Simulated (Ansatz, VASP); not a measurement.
# MgCd2S3: VASP beside Ansatz

POSCAR

```
MgCd2S3
1.0
    3.8265591420      0.0000000000      0.0000000000
   -1.9132795710      3.3138974260      0.0000000000
    0.0000000000      0.0000000000      9.3808635501
Mg Cd S
1 2 3
Direct
    0.0000000000      0.0000000000      0.0000000000
    0.3333333333      0.6666666667      0.3288206439
    0.6666666667      0.3333333333      0.6711793561
    0.0000000000      0.0000000000      0.5000000000
    0.6666666667      0.3333333333      0.1558803438
    0.3333333333      0.6666666667      0.8441196562
```

File INCAR.step1:

```
SYSTEM = MgCd2S3
ALGO = Normal
EDIFF = 1E-4
ENCUT = 520
GGA = PE
ISMEAR = 0
LASPH = .True.
LCHARG = .False.
LREAL = .False.
LWAVE = .True.
NBANDS = 31
NELM = 80
PREC = Accurate
SIGMA = 0.02
```

The input INCAR.step2:

```
SYSTEM = MgCd2S3
ALGO = Normal
EDIFF = 1E-7
ENCUT = 520
ISIF = 2
ISMEAR = 0
ISTART = 1
LASPH = .True.
LCHARG = .False.
LMIXTAU = .True.
LREAL = .False.
LWAVE = .False.
METAGGA = R2SCAN
NBANDS = 31
NELM = 80
PREC = Accurate
SIGMA = 0.02
```

File KPOINTS:

```
k-points
0
Gamma
  12 12 4
  0 0 0
```

Input for Ansatz:

```yaml
crystal:
  lattice:
    - [3.826559142, 0.0, 0.0]
    - [-1.913279571, 3.313897426, 0.0]
    - [0.0, 0.0, 9.3808635501]
  atoms:
    - { symbol: Mg, position: [0.0, 0.0, 0.0] }
    - { symbol: Cd, position: [0.3333333333, 0.6666666667, 0.3288206439] }
    - { symbol: Cd, position: [0.6666666667, 0.3333333333, 0.6711793561] }
    - { symbol: S, position: [0.0, 0.0, 0.5] }
    - { symbol: S, position: [0.6666666667, 0.3333333333, 0.1558803438] }
    - { symbol: S, position: [0.3333333333, 0.6666666667, 0.8441196562] }
basis:
  ecutwfc: 500
kpoints:
  mp_grid: { grid: [12, 12, 4] }
  band_path:
    path:
      - [[0.0, 0.0, 0.0], [0.5, 0.0, 0.0], [0.33333333, 0.33333333, 0.0], [0.0, 0.0, 0.0], [0.0, 0.0, 0.5], [0.5, 0.0, 0.5], [0.33333333, 0.33333333, 0.5], [0.0, 0.0, 0.5]]
      - [[0.5, 0.0, 0.5], [0.5, 0.0, 0.0]]
      - [[0.33333333, 0.33333333, 0.5], [0.33333333, 0.33333333, 0.0]]
    npoints: 14
hamiltonian:
  xc: r2scan
scf:
  occupations: { method: gaussian, width: 0.02 }
  n_extra_bands: 15
output:
  forces: true
  stress: true
  eigenvalues: true
  populations: true
  dos: { projected: true, de: 0.02, nscf_kmesh: { grid: [18, 18, 6] } }
  bader: true
  write_density: true
  write_potential: true
  elf: true
  volumetric_format: npy
```

Alike in both runs: task single point; functional r2SCAN; k mesh 12 × 12 × 4; occupations gaussian, width 0.02 eV; no spin polarisation.

|  | VASP | Ansatz |
| --- | --- | --- |
| version | VASP 6.6.1 | Ansatz 0.2.0 |
| potentials or method | VASP PAW PBE potentials, release 64 (Mg, Cd, S), cutoff 520 eV | scalar-relativistic, plane waves, PAW |
| valence electrons in the cell | 44 | 68 |

```csv
,VASP,Ansatz,Ansatz less VASP
gap on the k mesh at the Fermi level (eV),1.41,1.43,+0.020
least direct gap on the mesh (eV),1.96,1.98,+0.020
pressure (GPa),-1.4,-1.6,-0.17
"traceless stress, the component that is largest in VASP (GPa)",0.06,0.04,-0.016
rms of the force components (eV/Å),0.003,0.019,+0.0163
```

VASP's potentials were made for PBE, not for r2SCAN. Atom by atom the forces differ by 0.020 eV/Å (rms over components). With one functional, cell and mesh, what is left measures potentials, basis and numerics. VASP's potentials hold 44 valence electrons a cell and Ansatz's 68, so a difference there can come from the potentials and not from the codes.
